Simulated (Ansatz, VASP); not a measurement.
# ZrHCl4 in VASP and in Ansatz

```
Zr H Cl
1.0
     5.09441    0.00000    0.00000
     0.00000    5.09441    0.00000
     0.00000    0.00000    8.52648
Zr H Cl
1 1 4
Direct
  0.00000 0.00000 0.00000
  0.50000 0.50000 0.50000
  0.50000 0.00000 0.00000
  0.00000 0.50000 0.00000
  0.00000 0.00000 0.27778
  0.00000 0.00000 0.72222
```

Change from the starting cell: species swapped into the AlTlF4 type (P4/mmm, No. 123).

Alike in both runs: task single point; functional PBE; k mesh 4 × 4 × 2; occupations gaussian, width 0.1 eV; collinear spin.

```csv
,VASP,Ansatz
version,VASP 6.6.1,Ansatz 0.2.0
potentials or method,"VASP PAW PBE potentials, release 64 (Zr_sv, H, Cl), cutoff 520 eV","scalar-relativistic, plane waves, PAW"
valence electrons in the cell,41,41
```

|  | VASP | Ansatz | Ansatz less VASP |
| --- | --- | --- | --- |
| gap on the k mesh at the Fermi level (eV) | 1.26 | 1.25 | -0.009 |
| least direct gap on the mesh (eV) | 1.34 | 1.33 | -0.009 |
| pressure (GPa) | 0.1 | 0.1 | +0.05 |
| rms of the force components (eV/Å) | 0.008 | 0.007 | -0.0009 |
| net moment per atom (μB) | 0.17 | 0.17 | 0.000 |
| size of the moment on the site where the two differ most (μB) | 0.38 | 0.96 | +0.577 |

Site moments also hang on the region over which each program counts them. Atom by atom the forces differ by 0.001 eV/Å (rms over components).
